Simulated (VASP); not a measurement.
# Co (I4_1/amd) in VASP: single point with LDA

Aim: the single point of Co with LDA.

All numbers are computed with VASP 6.6.1; they aren't measurements. Logs are shortened: lines on timing, memory, paths and dates and some standing lists are left out, and cuts for length are marked.

## Step 1: The cell of the first run

It takes space group I4_1/amd (No. 141, tetragonal). The conventional cell has a = 4.081 Å, b = 4.081 Å, c = 2.305 Å, α = 90.00°, β = 90.00°, γ = 90.00°. Within 2.8 Å of Co (site symmetry -4m2) lie 10 Co at 2.12 to 2.67 Å.

## Step 2: Single point, LDA, collinear spin, ferromagnetic start

Contents of INCAR:

```
SYSTEM = Co
PREC = Accurate
ENCUT = 520
EDIFF = 1E-6
ISMEAR = -1
SIGMA = 0.08
LREAL = .False.
LASPH = .True.
NELM = 150
ALGO = Normal
ISIF = 2
LWAVE = .False.
LCHARG = .False.
ISPIN = 2
MAGMOM = 1.7 1.7
LORBIT = 11
LMAXMIX = 4
NBANDS = 20
```

Contents of KPOINTS:

```
regular mesh
0
Gamma
  19 19 19
  0 0 0
```

Contents of POSCAR:

```
Co
1.0
   -2.0404222524      2.0404222524      1.1524397385
    2.0404222524     -2.0404222524      1.1524397385
    2.0404222524      2.0404222524     -1.1524397385
Co
2
Direct
   -0.3750000000     -0.1250000000     -0.2500000000
    0.3750000000      0.1250000000      0.2500000000
```

Potentials or basis: VASP PAW LDA potentials, release 64 (Co).

Run with:

```console
$ cat potpaw_LDA.64/Co/POTCAR > POTCAR
$ mpirun -np 1 vasp_std > vasp.out
```

OUTCAR:

```text
SYSTEM = Co
   PREC = Accurate
   ENCUT = 520
   EDIFF = 1E-6
   ISMEAR = -1
   LREAL = .False.
   LASPH = .True.
   NELM = 150
   ISIF = 2
   ISPIN = 2
   LORBIT = 11

 ion  position               nearest neighbor table
   1  0.625  0.875  0.750-   2 2.12   2 2.12   2 2.12   2 2.12   2 2.67   2 2.67   2 2.67   2 2.67

   2  0.375  0.125  0.250-   1 2.12   1 2.12   1 2.12   1 2.12   1 2.67   1 2.67   1 2.67   1 2.67

  LATTYP: Found a body centered tetragonal cell.
 ALAT       =     4.0808445048
 C/A-ratio  =     0.5648045335

  Lattice vectors:

 A1 = (  -2.0404222524,   2.0404222524,   1.1524397385)
 A2 = (   2.0404222524,  -2.0404222524,   1.1524397385)
 A3 = (   2.0404222524,   2.0404222524,  -1.1524397385)

Analysis of symmetry for initial positions (statically):
=====================================================================
 Subroutine PRICEL returns:
 Original cell was already a primitive cell.

 Routine SETGRP: Setting up the symmetry group for a
 body centered tetragonal supercell.

 Subroutine GETGRP returns: Found 16 space group operations
 (whereof  4 operations were pure point group operations)
 out of a pool of 16 trial point group operations.

The static configuration has the point symmetry C_2h.
 The point group associated with its full space group is D_4h.

Analysis of symmetry for dynamics (positions and initial velocities):
=====================================================================
 Subroutine PRICEL returns:
 Original cell was already a primitive cell.

 Routine SETGRP: Setting up the symmetry group for a
 body centered tetragonal supercell.

 Subroutine GETGRP returns: Found 16 space group operations
 (whereof  4 operations were pure point group operations)
 out of a pool of 16 trial point group operations.

The dynamic configuration has the point symmetry C_2h.
 The point group associated with its full space group is D_4h.

Analysis of structural, dynamic, and magnetic symmetry:
=====================================================================
 Subroutine PRICEL returns:
 Original cell was already a primitive cell.

 Routine SETGRP: Setting up the symmetry group for a
 body centered tetragonal supercell.

 Subroutine GETGRP returns: Found 16 space group operations
 (whereof  4 operations were pure point group operations)
 out of a pool of 16 trial point group operations.

The overall configuration has the point symmetry C_2h.
 The point group associated with its full space group is D_4h.

 Subroutine INISYM returns: Found 16 space group operations
 (whereof  4 operations are pure point group operations),
 and found     1 'primitive' translations

----------------------------------------------------------------------------------------

                                     Primitive cell

  volume of cell :      19.1919

  direct lattice vectors                    reciprocal lattice vectors
    -2.040422252  2.040422252  1.152439739     0.000000000  0.245047318  0.433862165
     2.040422252 -2.040422252  1.152439739     0.245047318  0.000000000  0.433862165
     2.040422252  2.040422252 -1.152439739     0.245047318  0.245047318  0.000000000

  length of vectors
     3.107211497  3.107211497  3.107211497     0.498281613  0.498281613  0.346549240

  position of ions in fractional coordinates (direct lattice)
     0.625000000  0.875000000  0.750000000
     0.375000000  0.125000000  0.250000000

  ion indices of the primitive-cell ions
   primitive index   ion index
                 1           1
                 2           2

----------------------------------------------------------------------------------------

 KPOINTS: regular mesh

Automatic generation of k-mesh.
 Grid dimensions read from file:
 generate k-points for:   19   19   19

 Generating k-lattice:

  Cartesian coordinates                     Fractional coordinates (reciprocal lattice)
     0.000000000  0.012897227  0.022834851     0.052631579  0.000000000 -0.000000000
     0.012897227  0.000000000  0.022834851     0.000000000  0.052631579 -0.000000000
     0.012897227  0.012897227  0.000000000     0.000000000  0.000000000  0.052631579

  Length of vectors
     0.026225348  0.026225348  0.018239434

  Shift w.r.t. Gamma in fractional coordinates (k-lattice)
     0.000000000  0.000000000  0.000000000

 Subroutine IBZKPT returns following result:
 ===========================================

 Found    550 irreducible k-points:

 Following reciprocal coordinates:
            Coordinates               Weight
  0.000000  0.000000  0.000000      1.000000
  0.052632  0.000000 -0.000000      8.000000
  0.105263  0.000000 -0.000000      8.000000
  0.157895  0.000000 -0.000000      8.000000
  0.210526  0.000000  0.000000      8.000000
  0.263158  0.000000 -0.000000      8.000000
[... 16 lines left out ...]
 -0.315789  0.052632  0.000000     16.000000
 -0.263158  0.052632  0.000000     16.000000
 [... further k-points ...]
   k-points           NKPTS =    550   k-points in BZ     NKDIM =    550   number of bands    NBANDS=     20
   number of dos      NEDOS =    301   number of ions     NIONS =      2
   total plane-waves  NPLWV =  13824
   dimension x,y,z NGX =    24 NGY =   24 NGZ =   24
   dimension x,y,z NGXF=    48 NGYF=   48 NGZF=   48
   ions per type =               2
   NGX,Y,Z   is equivalent  to a cutoff of  12.84, 12.84, 12.84 a.u.
   NGXF,Y,Z  is equivalent  to a cutoff of  25.68, 25.68, 25.68 a.u.
 SYSTEM =  Co
   PREC   = accura    normal or accurate (medium, high low for compatibility)
   ISTART =      0    job   : 0-new  1-cont  2-samecut
   ICHARG =      2    charge: 1-file 2-atom 10-const
   ISPIN  =      2    spin polarized calculation?
   LNONCOLLINEAR =      F non collinear calculations
   LSORBIT =      F    spin-orbit coupling
   LASPH  =      T    aspherical Exc in radial PAW
   ENCUT  =  520.0 eV  38.22 Ry    6.18 a.u.   5.78  5.78  5.78*2*pi/ulx,y,z
   NELM   =    150;   NELMIN=  2; NELMDL= -5     # of ELM steps
   EDIFF  = 0.1E-05   stopping-criterion for ELM
   LREAL  =      F    real-space projection
   EDIFFG = 0.1E-04   stopping-criterion for IOM
   NSW    =      0    number of steps for IOM
   IBRION =     -1    ionic relax: 0-MD 1-quasi-New 2-CG
   NFREE  =      0    steps in history (QN), initial steepest desc. (CG)
   ISIF   =      2    stress and relaxation
   ISYM   =      2    0-nonsym 1-usesym 2-fastsym
   POTIM  = 0.5000    time-step for ionic-motion
   TEBEG  =    0.0;   TEEND  =   0.0 temperature during run
   PSTRESS=    0.0 pullay stress
   NELECT =      18.0000    total number of electrons
   NUPDOWN=      -1.0000    fix difference up-down
   EMIN   =  10.00;   EMAX   =-10.00  energy-range for DOS
   EFERMI =   0.00;   METHOD = LEGACY
   ISMEAR =    -1;   SIGMA  =   0.08  broadening in eV -4-tet -1-fermi 0-gaus
   EFERMI_NEDOS =   21; number of points for ismear=-14 and -15
   IALGO  =     38    algorithm
   IMIX   =      4    mixing-type and parameters
     AMIX     =   0.40;   BMIX     =  1.00
     AMIX_MAG =   1.60;   BMIX_MAG =  1.00
  volume/ion in A,a.u.               =       9.60        64.76
  Fermi-wavevector in a.u.,A,eV,Ry     =   1.602481  3.028250 34.939018  2.567945
  Thomas-Fermi vector in A             =   2.699295
   LORBIT       =     11    0 simple, 1 ext, 2 COOP (PROOUT), +10 PAW based schemes
   GGA     = CA    functional components
   LHFCALC =     F    Hartree Fock is set to
   AEXX    =    0.0000 exact exchange contribution
   IVDW    =     0    specifies the selected vdW correction
   LEPSILON=     F    determine dielectric tensor
   LRPA    =     F    only Hartree local field effects (RPA)
 spin polarized calculation
  energy-cutoff  :      520.00
  volume of cell :       19.19
 maximum number of plane-waves:       529
   NGX = 11   NGY = 11   NGZ = 11

 number of electron      18.0000006 magnetization       0.0217732

 number of electron      18.0000006 magnetization      -0.0030390

 Free energy of the ion-electron system (eV)
  ---------------------------------------------------
  ext. energy  EPLUGINS =         0.00000000
  ---------------------------------------------------
  free energy    TOTEN  =       -14.86798428 eV

  energy without entropy =      -14.79053164  energy(sigma->0) =      -14.82925796

 E-fermi :  11.9342     XC(G=0): -14.4113

 val. band max:       11.9341004508   @ k =  -0.1579   0.3684   0.1579
 cond. band min:      11.9352027979   @ k =   0.4737   0.3684   0.0526
 fundamental gap:      0.0011023471
 Fermi energy:        11.9342199503

 spin component 1

 k-point     1 :       0.0000    0.0000    0.0000
  band No.  band energies     occupation
      1       2.3629      1.00000
      2       6.2011      1.00000
      3       7.6666      1.00000
      4       8.4002      1.00000
      5       8.9738      1.00000
      6      11.1777      0.99992
[... 12 lines left out ...]
     19      39.9120      0.00000
     20      40.7848      0.00000

 k-point     2 :       0.0526    0.0000   -0.0000
  band No.  band energies     occupation
      1       2.4779      1.00000
      2       6.2532      1.00000
      3       7.6733      1.00000
      4       8.4892      1.00000
      5       9.0123      1.00000
      6      10.8993      1.00000
[... 12 lines left out ...]
     19      38.4464      0.00000
     20      40.0332      0.00000
[... 465 lines left out ...]
      3       7.9278      1.00000
      4       8.7305      1.00000
      5       9.3575      1.00000
      6       9.7100      1.00000
[... 12 lines left out ...]
     19      34.9930      0.00000
     20      38.9648      0.00000

 k-point    24 :      -0.2632    0.0526    0.0000
  band No.  band energies     occupation
      1       4.3163      1.00000
      2       6.9802      1.00000
      3       7.9166      1.00000
      4       8.7415      1.00000
      5       9.3901      1.00000
      6       9.8108      1.00000
[... 12 lines left out ...]
     19      35.4570      0.00000
     20      39.1139      0.00000

 [... further k-points ...]

 spin component 2

 k-point     1 :       0.0000    0.0000    0.0000
  band No.  band energies     occupation
      1       2.3627      1.00000
      2       6.1999      1.00000
      3       7.6656      1.00000
      4       8.3990      1.00000
      5       8.9726      1.00000
      6      11.1764      0.99992
[... 12 lines left out ...]
     19      39.9116      0.00000
     20      40.7760      0.00000

 k-point     2 :       0.0526    0.0000   -0.0000
  band No.  band energies     occupation
      1       2.4776      1.00000
      2       6.2520      1.00000
      3       7.6722      1.00000
      4       8.4881      1.00000
      5       9.0111      1.00000
      6      10.8980      1.00000
[... 12 lines left out ...]
     19      38.4459      0.00000
     20      40.0328      0.00000
[... 465 lines left out ...]
      3       7.9268      1.00000
      4       8.7294      1.00000
      5       9.3563      1.00000
      6       9.7088      1.00000
[... 12 lines left out ...]
     19      34.9926      0.00000
     20      38.9642      0.00000

 k-point    24 :      -0.2632    0.0526    0.0000
  band No.  band energies     occupation
      1       4.3161      1.00000
      2       6.9790      1.00000
      3       7.9155      1.00000
      4       8.7404      1.00000
      5       9.3889      1.00000
      6       9.8096      1.00000
[... 12 lines left out ...]
     19      35.4565      0.00000
     20      39.1134      0.00000

 [... further k-points ...]

------------------------ aborting loop because EDIFF is reached ----------------------------------------

  FORCE on cell =-STRESS in cart. coord.  units (eV):
  Direction    XX          YY          ZZ          XY          YZ          ZX
  --------------------------------------------------------------------------------------
  -------------------------------------------------------------------------------------
  Total        3.1809441      3.1809441      3.3174578     -0.0000000     -0.0000000      0.0000000
  in kB      265.5512167    265.5512167    276.9476391     -0.0000000     -0.0000000      0.0000000
  external PRESSURE =     269.3500241 kB  Pullay stress =       0.0000000 kB

 VOLUME and BASIS-vectors are now :
 -----------------------------------------------------------------------------
  energy-cutoff  :      520.00
  volume of cell :       19.19
      direct lattice vectors                 reciprocal lattice vectors
    -2.040422252  2.040422252  1.152439739     0.000000000  0.245047318  0.433862165
     2.040422252 -2.040422252  1.152439739     0.245047318  0.000000000  0.433862165
     2.040422252  2.040422252 -1.152439739     0.245047318  0.245047318  0.000000000

 POSITION                                       TOTAL-FORCE (eV/Angst)
 -----------------------------------------------------------------------------------
      2.04042      1.02021      0.86433        -0.000000      0.000000     -0.000000
      0.00000      1.02021      0.28811         0.000000     -0.000000      0.000000
 -----------------------------------------------------------------------------------
    total drift:                               -0.000000      0.000000      0.000000

  FREE ENERGIE OF THE ION-ELECTRON SYSTEM (eV)
  ---------------------------------------------------
  free  energy   TOTEN  =       -14.8679842761 eV

  energy  without entropy=      -14.7905316426  energy(sigma->0) =      -14.82925796

 total charge

# of ion       s       p       d       tot
------------------------------------------
    1        0.577   0.616   7.498   8.692
    2        0.577   0.616   7.498   8.692
--------------------------------------------------
tot          1.154   1.233  14.996  17.383

 magnetization (x)

# of ion       s       p       d       tot
------------------------------------------
    1        0.000   0.000  -0.001  -0.001
    2        0.000   0.000  -0.001  -0.001
--------------------------------------------------
tot          0.000   0.000  -0.003  -0.003
```

It took 4.5 min on 1 thread of Intel Xeon Platinum 8488C (Sapphire Rapids), shared host; peak memory 0.37 GiB.

What came out:

* Free energy: -14.8680 eV
* Pressure: 26.9 GPa
* Band gap on the k mesh: zero (filled and empty bands overlap)
* Net moment: 0.00 μB per cell
* Valence electrons inside the program's atomic spheres: Co 8.69

Stress tensor (GPa, compression positive):
```
26.56  0.00  0.00
 0.00 26.56  0.00
 0.00  0.00 27.69
```

Caveat: the cell stands under pressure.
